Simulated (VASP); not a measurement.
Wanted: the native input for a VASP 6.6.1 run.

- Task: single point
- Functional: PBE
- Potentials or basis: VASP PAW PBE potentials, release 64 (B, As)
- Cutoff: 500 eV
- k mesh: 7 × 7 × 7
- Occupations: gaussian, width 0.2 eV
- Spin: no spin polarisation
- Dipole correction: no
- Further INCAR settings: ALGO = Normal; EDIFF = 1e-06; NBANDS = 11

The structure of BAs lies in POSCAR:

```
BAs
1.0
    0.0000000000      2.4006354670      2.4006354670
    2.4006354670      0.0000000000      2.4006354670
    2.4006354670      2.4006354670      0.0000000000
B As
1 1
Direct
    0.0000000000      0.0000000000      0.0000000000
    0.7500000000      0.7500000000      0.7500000000
```

The cell was built from a structure type or drawn by symmetry, and may not be a known phase.

These files were run (other wordings do the same):

INCAR

```
SYSTEM = BAs
ALGO = Normal
EDIFF = 1E-6
ENCUT = 500
GGA = PE
GGA_COMPAT = .False.
ISIF = 2
ISMEAR = 0
LASPH = .True.
LCHARG = .False.
LREAL = .False.
LWAVE = .False.
NBANDS = 11
NELM = 120
PREC = Accurate
SIGMA = 0.2
```

KPOINTS

```
k-points
0
Gamma
  7 7 7
  0 0 0
```

Potentials or basis: VASP PAW PBE potentials, release 64 (B, As).

Launch:

```console
$ cat potpaw_PBE.64/B/POTCAR potpaw_PBE.64/As/POTCAR > POTCAR
$ mpirun -np 1 vasp_std > vasp.out
```

It gave:

```yaml
Pressure: 1.3 GPa
Band_gap_on_the_k_mesh: 1.21 eV (least direct gap 3.26 eV)
```

Caveat: an odd mesh through Γ misses points on the zone boundary, where band edges can lie.

It took 15 s on 1 thread of Intel Xeon 8259CL (shared host), peak memory 0.15 GiB.
